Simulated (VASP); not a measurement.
MnSn3, 4 atoms in the cell. The structure is cubic, space group Fm-3m (No. 225). Conventional cell: a = 7.192 Å, b = 7.192 Å, c = 7.192 Å, α = 90.00°, β = 90.00°, γ = 90.00°. Within 4.1 Å of Sn (site symmetry -43m) lie 10 Sn at 3.11 to 3.60 Å and 4 Mn at 3.11 Å. Sn (site symmetry m-3m) has 8 Sn at 3.11 Å and 6 Mn at 3.60 Å within 4.1 Å. Within 4.1 Å of Mn (site symmetry m-3m) lie 14 Sn at 3.11 to 3.60 Å. 

- Program: VASP 6.6.1
- Task: single point
- Functional: PBEsol
- Potentials or basis: VASP PAW PBE potentials, release 64 (Sn_d, Mn_pv)
- Cutoff: 520 eV
- k mesh: 10 × 10 × 10
- Occupations: gaussian, width 0.1 eV
- Spin: no spin polarisation
- Dipole correction: no
- Further INCAR settings: ALGO = Fast; EDIFF = 1e-06; NBANDS = 36

Potentials or basis: VASP PAW PBE potentials, release 64 (Sn_d, Mn_pv).

Run with:

```bash
$ cat potpaw_PBE.64/Sn_d/POTCAR potpaw_PBE.64/Mn_pv/POTCAR > POTCAR
$ mpirun -np 1 vasp_std > vasp.out
```

Hardware: 1 thread of AMD EPYC 7R13 Processor (Zen 3), on a shared host.

**Question.** Estimate the wall time of this run.

**Answer.** Wall time 4 min on 1 thread of AMD EPYC 7R13 Processor (Zen 3) (shared host), peak memory 0.29 GiB. Counts: scf iterations 17, k points 47.
